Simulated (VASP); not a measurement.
# PdC18 in VASP: further runs

Runs on PdC18. Level: PBE. Tasks: single point.

All numbers are computed with VASP 6.6.1; they aren't measurements. Logs are shortened: lines on timing, memory, paths and dates and some standing lists are left out, and cuts for length are marked.

### 1 The cell of the first run

The cell holds a slab with vacuum, 19 atoms: a = 7.398 Å, b = 7.398 Å, c = 12.000 Å, α = 90.00°, β = 90.00°, γ = 120.00°.

### 2 Single point, PBE

File INCAR:

```
  ALGO = Normal
  EDIFF = 1E-7
  ENCUT = 520
  GGA = PE
  ISIF = 2
  ISMEAR = -1
  LASPH = T
  LCHARG = T
  LELF = T
  LREAL = Auto
  LVHAR = T
  LWAVE = F
  NBANDS = 56
  NELM = 100
  PREC = Accurate
  SIGMA = 0.05
```

File KPOINTS:

```
k-points
0
Gamma
  2 2 1
```

File POSCAR:

```
PdC18
1.0
    7.3980000000      0.0000000000      0.0000000000
   -3.6990000000      6.4068560000      0.0000000000
    0.0000000000      0.0000000000     12.0000000000
C Pd
18 1
Direct
    0.0062301920      0.0053129775      0.0812712921
    0.2285449501      0.1158873283      0.0812933393
    0.0064432121      0.3389924225      0.0797189615
    0.2287966690      0.4492022917      0.0788126116
    0.0059778643      0.6720091661      0.0787955396
    0.2283345973      0.7822228133      0.0797198380
    0.3372303639      0.0044175465      0.0843126248
    0.5610932803      0.1169007952      0.0922610465
    0.3394206648      0.3385478259      0.0808643278
    0.5621120397      0.4494537550      0.0813336084
    0.3389964115      0.6715300099      0.0796881251
    0.5612053485      0.7804513900      0.0842590965
    0.6736946121      0.0042975460      0.0922271111
    0.8975590897      0.1167940368      0.0842683585
    0.6735712164      0.3407370214      0.0842986150
    0.8957761163      0.4496686922      0.0796950821
    0.6726621580      0.6717541480      0.0813046400
    0.8953511702      0.7826614321      0.0808191397
    0.6175550439      0.0605233016      0.2625560424
```

Potentials or basis: VASP PAW PBE potentials, release 64 (C, Pd).

The run is started by

```bash
> cat potpaw_PBE.64/C/POTCAR potpaw_PBE.64/Pd/POTCAR > POTCAR
> mpirun -np 1 vasp_std > vasp.out
```

OUTCAR:

```text
EDIFF = 1E-7
   ENCUT = 520
   GGA = PE
   ISIF = 2
   ISMEAR = -1
   LASPH = T
   LREAL = Auto
   NELM = 100
   PREC = Accurate

 ion  position               nearest neighbor table
   1  0.006  0.005  0.081-  14 1.41   2 1.42  18 1.43
   2  0.229  0.116  0.081-   7 1.41   1 1.42   9 1.43
   3  0.006  0.339  0.080-  16 1.42   4 1.42  14 1.42
   4  0.229  0.449  0.079-   9 1.42  11 1.42   3 1.42
   5  0.006  0.672  0.079-  18 1.42  16 1.42   6 1.42
   6  0.228  0.782  0.080-  11 1.42   5 1.42   7 1.42
   7  0.337  0.004  0.084-   2 1.41   6 1.42   8 1.44
   8  0.561  0.117  0.092-  15 1.44   7 1.44  13 1.44  19 2.17
   9  0.339  0.339  0.081-   4 1.42   2 1.43  10 1.43
  10  0.562  0.449  0.081-  15 1.41  17 1.42   9 1.43
  11  0.339  0.672  0.080-   6 1.42   4 1.42  12 1.42
  12  0.561  0.780  0.084-  17 1.41  11 1.42  13 1.44
  13  0.674  0.004  0.092-  12 1.44  14 1.44   8 1.44  19 2.17
  14  0.898  0.117  0.084-   1 1.41   3 1.42  13 1.44
  15  0.674  0.341  0.084-  10 1.41  16 1.42   8 1.44
  16  0.896  0.450  0.080-   3 1.42   5 1.42  15 1.42
  17  0.673  0.672  0.081-  12 1.41  10 1.42  18 1.43
  18  0.895  0.783  0.081-   5 1.42   1 1.43  17 1.43
  19  0.618  0.061  0.263-  13 2.17   8 2.17

  LATTYP: Found a hexagonal cell.
 ALAT       =     7.3980000000
 C/A-ratio  =     1.6220600162

  Lattice vectors:

 A1 = (   7.3980000000,   0.0000000000,   0.0000000000)
 A2 = (  -3.6990000000,   6.4068560000,   0.0000000000)
 A3 = (   0.0000000000,   0.0000000000,  12.0000000000)

Analysis of symmetry for initial positions (statically):
=====================================================================
 Subroutine PRICEL returns:
 Original cell was already a primitive cell.

 Routine SETGRP: Setting up the symmetry group for a
 hexagonal supercell.

 Subroutine GETGRP returns: Found  1 space group operations
 (whereof  1 operations were pure point group operations)
 out of a pool of 24 trial point group operations.

The static configuration has the point symmetry C_1 .

Analysis of symmetry for dynamics (positions and initial velocities):
=====================================================================
 Subroutine PRICEL returns:
 Original cell was already a primitive cell.

 Routine SETGRP: Setting up the symmetry group for a
 hexagonal supercell.

 Subroutine GETGRP returns: Found  1 space group operations
 (whereof  1 operations were pure point group operations)
 out of a pool of 24 trial point group operations.

The dynamic configuration has the point symmetry C_1 .

 Subroutine INISYM returns: Found  1 space group operations
 (whereof  1 operations are pure point group operations),
 and found     1 'primitive' translations

----------------------------------------------------------------------------------------

                                     Primitive cell

  volume of cell :     568.7750

  direct lattice vectors                    reciprocal lattice vectors
     7.398000000  0.000000000  0.000000000     0.135171668  0.078041398  0.000000000
    -3.699000000  6.406856000  0.000000000     0.000000000  0.156082796  0.000000000
     0.000000000  0.000000000 12.000000000     0.000000000  0.000000000  0.083333333

  length of vectors
     7.398000000  7.398000054 12.000000000     0.156082797  0.156082796  0.083333333

  position of ions in fractional coordinates (direct lattice)
     0.006230192  0.005312977  0.081271292
     0.228544950  0.115887328  0.081293339
     0.006443212  0.338992422  0.079718961
     0.228796669  0.449202292  0.078812612
     0.005977864  0.672009166  0.078795540
     0.228334597  0.782222813  0.079719838
[... 11 lines left out ...]
     0.895351170  0.782661432  0.080819140
     0.617555044  0.060523302  0.262556042

  ion indices of the primitive-cell ions
   primitive index   ion index
                 1           1
                 2           2
                 3           3
                 4           4
                 5           5
                 6           6
[... 11 lines left out ...]
                18          18
                19          19

----------------------------------------------------------------------------------------

 KPOINTS: k-points

Automatic generation of k-mesh.
 Grid dimensions read from file:
 generate k-points for:    2    2    1

 Generating k-lattice:

  Cartesian coordinates                     Fractional coordinates (reciprocal lattice)
     0.067585834  0.039020699  0.000000000     0.500000000  0.000000000  0.000000000
     0.000000000  0.078041398  0.000000000     0.000000000  0.500000000  0.000000000
     0.000000000  0.000000000  0.083333333     0.000000000  0.000000000  1.000000000

  Length of vectors
     0.078041399  0.078041398  0.083333333

  Shift w.r.t. Gamma in fractional coordinates (k-lattice)
     0.000000000  0.000000000  0.000000000

 Subroutine IBZKPT returns following result:
 ===========================================

 Found      4 irreducible k-points:

 Following reciprocal coordinates:
            Coordinates               Weight
  0.000000  0.000000  0.000000      1.000000
  0.500000  0.000000  0.000000      1.000000
  0.000000  0.500000  0.000000      1.000000
  0.500000  0.500000  0.000000      1.000000
   k-points           NKPTS =      4   k-points in BZ     NKDIM =      4   number of bands    NBANDS=     56
   number of dos      NEDOS =    301   number of ions     NIONS =     19
   total plane-waves  NPLWV = 282240
   dimension x,y,z NGX =    56 NGY =   56 NGZ =   90
   dimension x,y,z NGXF=   112 NGYF=  112 NGZF=  180
   ions per type =              18   1
   NGX,Y,Z   is equivalent  to a cutoff of  12.58, 12.58, 12.47 a.u.
   NGXF,Y,Z  is equivalent  to a cutoff of  25.17, 25.17, 24.94 a.u.
 SYSTEM =  unknown system
   PREC   = accura    normal or accurate (medium, high low for compatibility)
   ISTART =      0    job   : 0-new  1-cont  2-samecut
   ICHARG =      2    charge: 1-file 2-atom 10-const
   ISPIN  =      1    spin polarized calculation?
   LNONCOLLINEAR =      F non collinear calculations
   LSORBIT =      F    spin-orbit coupling
   LASPH  =      T    aspherical Exc in radial PAW
   ENCUT  =  520.0 eV  38.22 Ry    6.18 a.u.  13.76 13.76 22.31*2*pi/ulx,y,z
   NELM   =    100;   NELMIN=  2; NELMDL= -5     # of ELM steps
   EDIFF  = 0.1E-06   stopping-criterion for ELM
   LREAL  =      T    real-space projection
   EDIFFG = 0.1E-05   stopping-criterion for IOM
   NSW    =      0    number of steps for IOM
   IBRION =     -1    ionic relax: 0-MD 1-quasi-New 2-CG
   NFREE  =      0    steps in history (QN), initial steepest desc. (CG)
   ISIF   =      2    stress and relaxation
   ISYM   =      2    0-nonsym 1-usesym 2-fastsym
   POTIM  = 0.5000    time-step for ionic-motion
   TEBEG  =    0.0;   TEEND  =   0.0 temperature during run
   PSTRESS=    0.0 pullay stress
   NELECT =      82.0000    total number of electrons
   NUPDOWN=      -1.0000    fix difference up-down
   EMIN   =  10.00;   EMAX   =-10.00  energy-range for DOS
   EFERMI =   0.00;   METHOD = LEGACY
   ISMEAR =    -1;   SIGMA  =   0.05  broadening in eV -4-tet -1-fermi 0-gaus
   EFERMI_NEDOS =   21; number of points for ismear=-14 and -15
   IALGO  =     38    algorithm
   IMIX   =      4    mixing-type and parameters
     AMIX     =   0.40;   BMIX     =  1.00
     AMIX_MAG =   1.60;   BMIX_MAG =  1.00
  volume/ion in A,a.u.               =      29.94       202.01
  Fermi-wavevector in a.u.,A,eV,Ry     =   0.858419  1.622176 10.025902  0.736883
  Thomas-Fermi vector in A             =   1.975621
   LORBIT       =      0    0 simple, 1 ext, 2 COOP (PROOUT), +10 PAW based schemes
   GGA     = PE    functional components
   LHFCALC =     F    Hartree Fock is set to
   AEXX    =    0.0000 exact exchange contribution
   IVDW    =     0    specifies the selected vdW correction
   LEPSILON=     F    determine dielectric tensor
   LRPA    =     F    only Hartree local field effects (RPA)
 non-spin polarized calculation
  energy-cutoff  :      520.00
  volume of cell :      568.78
 maximum number of plane-waves:     15363
 NGX is ok and might be reduce to    56
   NGX = 27   NGY = 27   NGZ = 45

 number of electron      81.9999998 magnetization

 Free energy of the ion-electron system (eV)
  ---------------------------------------------------
  ext. energy  EPLUGINS =         0.00000000
  ---------------------------------------------------
  free energy    TOTEN  =      -168.30868691 eV

  energy without entropy =     -168.27028018  energy(sigma->0) =     -168.28948355

 E-fermi :  -0.9576     XC(G=0):  -4.1367

 val. band max:       -0.9943008558   @ k =   0.0000   0.0000   0.0000
 cond. band min:      -0.9284543759   @ k =   0.0000   0.0000   0.0000
 fundamental gap:      0.0658464800
 Fermi energy:        -0.9575702320

 k-point     1 :       0.0000    0.0000    0.0000
  band No.  band energies     occupation
      1     -20.6586      2.00000
      2     -18.2448      2.00000
      3     -18.0974      2.00000
      4     -18.0382      2.00000
      5     -18.0313      2.00000
      6     -18.0090      2.00000
[... 45 lines left out ...]
     52       3.8522      0.00000
     53       3.9404      0.00000

 k-point     2 :       0.5000    0.0000    0.0000
  band No.  band energies     occupation
      1     -20.0589      2.00000
      2     -19.9489      2.00000
      3     -18.7319      2.00000
      4     -18.6840      2.00000
      5     -16.3096      2.00000
      6     -16.2266      2.00000
[... 45 lines left out ...]
     52       3.9340      0.00000
     53       4.1854      0.00000

 k-point     3 :       0.0000    0.5000    0.0000
  band No.  band energies     occupation
      1     -20.0591      2.00000
      2     -19.9487      2.00000
      3     -18.7322      2.00000
      4     -18.6837      2.00000
      5     -16.3099      2.00000
      6     -16.2265      2.00000
[... 45 lines left out ...]
     52       3.9339      0.00000
     53       4.1853      0.00000

 k-point     4 :       0.5000    0.5000    0.0000
  band No.  band energies     occupation
      1     -20.0468      2.00000
      2     -19.9643      2.00000
      3     -18.7379      2.00000
      4     -18.6718      2.00000
      5     -16.2886      2.00000
      6     -16.2416      2.00000
[... 45 lines left out ...]
     52       3.9508      0.00000
     53       4.1881      0.00000
 [bands above 53 left out]

------------------------ aborting loop because EDIFF is reached ----------------------------------------

  FORCE on cell =-STRESS in cart. coord.  units (eV):
  Direction    XX          YY          ZZ          XY          YZ          ZX
  --------------------------------------------------------------------------------------
  -------------------------------------------------------------------------------------
  Total        3.1767570      5.5554523     -0.0883936      2.0623103     -0.0048568      0.0001055
  in kB        8.9485783     15.6491037     -0.2489951      5.8093035     -0.0136812      0.0002972
  external PRESSURE =       8.1162290 kB  Pullay stress =       0.0000000 kB

 VOLUME and BASIS-vectors are now :
 -----------------------------------------------------------------------------
  energy-cutoff  :      520.00
  volume of cell :      568.78
      direct lattice vectors                 reciprocal lattice vectors
     7.398000000  0.000000000  0.000000000     0.135171668  0.078041398  0.000000000
    -3.699000000  6.406856000  0.000000000     0.000000000  0.156082796  0.000000000
     0.000000000  0.000000000 12.000000000     0.000000000  0.000000000  0.083333333

 POSITION                                       TOTAL-FORCE (eV/Angst)
 -----------------------------------------------------------------------------------
      0.02644      0.03404      0.97526         0.000930      0.002039     -0.003456
      1.26211      0.74247      0.97552        -0.003764      0.005981     -0.000487
     -1.20627      2.17188      0.95663         0.005585      0.001503     -0.002327
      0.03104      2.87797      0.94575        -0.006467      0.000537     -0.001749
     -2.44154      4.30547      0.94555         0.004579      0.003314     -0.004330
     -1.20422      5.01159      0.95664        -0.004411     -0.005932     -0.003688
[... 11 lines left out ...]
      3.72874      5.01440      0.96983        -0.011090     -0.002066      0.002447
      4.34480      0.38776      3.15067        -0.001351      0.000254      0.017574
 -----------------------------------------------------------------------------------
    total drift:                                0.026259     -0.010060      0.040697

  FREE ENERGIE OF THE ION-ELECTRON SYSTEM (eV)
  ---------------------------------------------------
  free  energy   TOTEN  =      -168.3086869144 eV

  energy  without entropy=     -168.2702801801  energy(sigma->0) =     -168.28948355
```

Run time: 4.7 min. Hardware: 1 thread of Intel Xeon Platinum 8259CL at 2.50GHz (Skylake/Cascade Lake), shared host; peak memory 0.59 GiB.

Results:

```yaml
Free_energy: -168.3087 eV
Largest_force: 0.018 eV/Å
Band_gap_on_the_k_mesh: 0.07 eV
```

Forces on the atoms (eV/Å):
```
C    0.001  0.002 -0.003
C   -0.004  0.006  0.000
C    0.006  0.002 -0.002
C   -0.006  0.001 -0.002
C    0.005  0.003 -0.004
C   -0.004 -0.006 -0.004
C    0.012  0.002 -0.005
C   -0.006  0.002  0.001
C    0.007  0.004  0.009
C   -0.009 -0.006 -0.006
C    0.003  0.004  0.006
C   -0.001  0.000 -0.001
C    0.015 -0.009 -0.003
C   -0.009 -0.002  0.000
C   -0.001 -0.002 -0.004
C    0.001  0.000  0.004
C    0.004  0.003 -0.006
C   -0.011 -0.002  0.002
Pd  -0.001  0.000  0.018
```

Caveat: the k points lie up to 0.49 Å⁻¹ apart.

(Continued in part 2 of 2.)
